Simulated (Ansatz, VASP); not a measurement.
**MgS in VASP and in Ansatz**

The input INCAR:

```
SYSTEM = MgS
PREC = Accurate ; ENCUT = 600
EDIFF = 1E-6 ; ISMEAR = 0
SIGMA = 0.1 ; LREAL = .False.
LASPH = .True. ; NELM = 80
ALGO = Normal ; ISIF = 3
LWAVE = .False. ; LCHARG = .False.
GGA = PE ; IBRION = 2
NSW = 80 ; EDIFFG = -0.025
```

KPOINTS

```
Automatic mesh
0
Gamma
  6 6 6
  0 0 0
```

POSCAR

```
MgS
1.0
    0.0001650844      2.8809479347      2.7707138230
    2.8653522000      2.8802838084      0.0008292107
   -2.8247410728      5.7191272788     -2.7281103169
Mg S
2 2
Direct
   -0.0090470646      0.0127846564      1.0080946133
    0.5009676049      0.4882420321      0.5056429869
    0.3903928417      0.3675414125      0.8564236138
    0.8676866180      0.8814318990      0.3798387860
```

Input for Ansatz:

```yaml
crystal:
  lattice:
    - [0.0001650844, 2.8809479347, 2.770713823]
    - [2.8653522, 2.8802838084, 0.0008292107]
    - [-2.8247410728, 5.7191272788, -2.7281103169]
  atoms:
    - { symbol: Mg, position: [-0.0090470646, 0.0127846564, 1.0080946133] }
    - { symbol: Mg, position: [0.5009676049, 0.4882420321, 0.5056429869] }
    - { symbol: S, position: [0.3903928417, 0.3675414125, 0.8564236138] }
    - { symbol: S, position: [0.867686618, 0.881431899, 0.379838786] }
basis:
  ecutwfc: 420
kpoints:
  mp_grid: { grid: [6, 6, 6] }
hamiltonian:
  xc: pbe
scf:
  occupations: { method: gaussian, width: 0.1 }
  lower_state_search: "off"
output:
  forces: true
  stress: true
  eigenvalues: true
relax:
  adjacent_minimum: "off"
  f_tol: 0.025
  max_steps: 60
  cell: { stress_tol: 0.25 }
```

Change from the starting cell: cell x2, atoms moved at random (sigma 0.05 Å) and cell strained at random (1.5 %), then relaxed without symmetry.

Alike in both runs: task relaxation of cell and atoms; functional PBE; k mesh 6 × 6 × 6; occupations gaussian, width 0.1 eV; no spin polarisation.

|  | VASP | Ansatz |
| --- | --- | --- |
| version | VASP 6.6.1 | Ansatz 0.2.0 |
| potentials or method | VASP PAW PBE potentials, release 64 (Mg, S), cutoff 600 eV | scalar-relativistic, plane waves, PAW |
| valence electrons in the cell | 16 | 32 |

```tsv
	VASP	Ansatz	Ansatz less VASP
gap on the k mesh at the Fermi level, each at its own relaxed structure (eV)	3.37	3.35	-0.020
relaxed volume (Å³/atom)	23.06	23.15	+0.088
relaxed length of the cell vector where the two differ most in proportion (Å)	6.973	6.996	+0.0233
```

VASP's potentials hold 16 valence electrons a cell and Ansatz's 32, so a difference there can come from the potentials and not from the codes.
